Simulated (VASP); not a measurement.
Runs of VASP 6.6.1 on SnTe. The structure is that of space group Fm-3m (No. 225), or close to it. The cells are those of the table. 

| task | cell | cutoff (eV) | gap on the mesh (eV) | pressure (GPa) |
| --- | --- | --- | --- | --- |
| relaxation of cell and atoms | relaxed from a = 4.456 Å, angles 60.0°, 2 atoms | 600 | 0.16 | 0.0 |
| single point | a = 4.446 Å, angles 60.0°, 2 atoms | 520 | 0.16 | 0.0 |
| single point | a = 4.309 Å, angles 60.0°, 2 atoms | 520 | (a) | 5.5 |
| single point | a = 4.356 Å, angles 60.0°, 2 atoms | 520 | 0.33 | 3.4 |

Alike in all rows: level PBEsol; potentials or basis VASP PAW PBE potentials, release 64 (Sn_d, Te); no spin polarisation; k mesh 10 × 10 × 10; smearing gaussian 0.01 eV.

Task: Estimate the missing entries.

Result: (a) 0.29.

Caveats: the PAW data sets were made with another functional, which shifts forces and pressure a little; spin-orbit coupling is left out, which moves the levels of the heavy elements.

A k mesh can miss the band edges, and the runs leave out spin-orbit coupling on Sn, Te.
